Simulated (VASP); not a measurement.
Here is a VASP 6.6.1 calculation.

INCAR

```
SYSTEM = MgB2
  PREC = Accurate
  ENCUT = 520
  EDIFF = 1E-6
  ISMEAR = 0
  SIGMA = 0.1
  LREAL = .False.
  LASPH = .True.
  NELM = 80
  ALGO = Normal
  ISIF = 2
  LWAVE = .False.
  LCHARG = .True.
  GGA = PS
  LELF = .True.
  LVHAR = .True.
  NBANDS = 11
```

File KPOINTS:

```
regular mesh
0
Gamma
  18 18 12
  0 0 0
```

POSCAR

```
MgB2
1.0
    3.1115073278      0.0000000000      0.0000000000
   -1.5557536639      2.6946443900      0.0000000000
    0.0000000000      0.0000000000      3.5941914076
Mg B
1 2
Direct
    0.0000000000      0.0000000000      0.0000000000
    0.3333333333      0.6666666667      0.5000000000
    0.6666666667      0.3333333333      0.5000000000
```

Potentials or basis: VASP PAW PBE potentials, release 64 (Mg, B).

Launch:

```bash
$ cat potpaw_PBE.64/Mg/POTCAR potpaw_PBE.64/B/POTCAR > POTCAR
$ mpirun -np 1 vasp_std > vasp.out
```

(1) What does it give for the band gap on the k mesh?

(2) What does it give for the pressure?

## Answers

(1) zero (band 4 reaches 6.67 eV, above the bottom of band 5 at 3.01 eV).

(2) -7.8 GPa.

Caveat: the PAW data sets were made with another functional, which shifts forces and pressure a little.
